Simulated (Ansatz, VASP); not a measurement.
**One calculation of YGaF, two programs**

```xyz
3
Lattice="4.4607 0.0000 0.0000 -2.2303 3.8631 0.0000 0.0000 0.0000 3.3610" Properties=species:S:1:pos:R:3 pbc="T T T"
Y     0.0000    2.5754    0.0000
Ga    0.0000    0.0000    1.6805
F     2.2303    1.2877    1.6805
```

Change from the starting cell: species swapped into the TbCuGe type (P-6m2, No. 187).

Alike in both runs: functional PBE; k mesh 6 × 6 × 6; occupations gaussian, width 0.1 eV; no spin polarisation.

Ansatz relaxed the structure, and its values are those at the end. VASP's run is a single point on that final structure, the one shown.

|  | VASP | Ansatz |
| --- | --- | --- |
| version | VASP 6.6.1 | Ansatz 0.2.0 |
| potentials or method | VASP PAW PBE potentials, release 64 (Y_sv, Ga_d, F), cutoff 520 eV | scalar-relativistic, plane waves, PAW |
| valence electrons in the cell | 31 | 31 |

```tsv
	VASP	Ansatz	Ansatz less VASP
gap on the k mesh at the Fermi level (eV)	none	none	-
pressure (GPa)	0.0	0.1	+0.10
```

A gap of «none» marks a metal or a gap that the smearing closes.
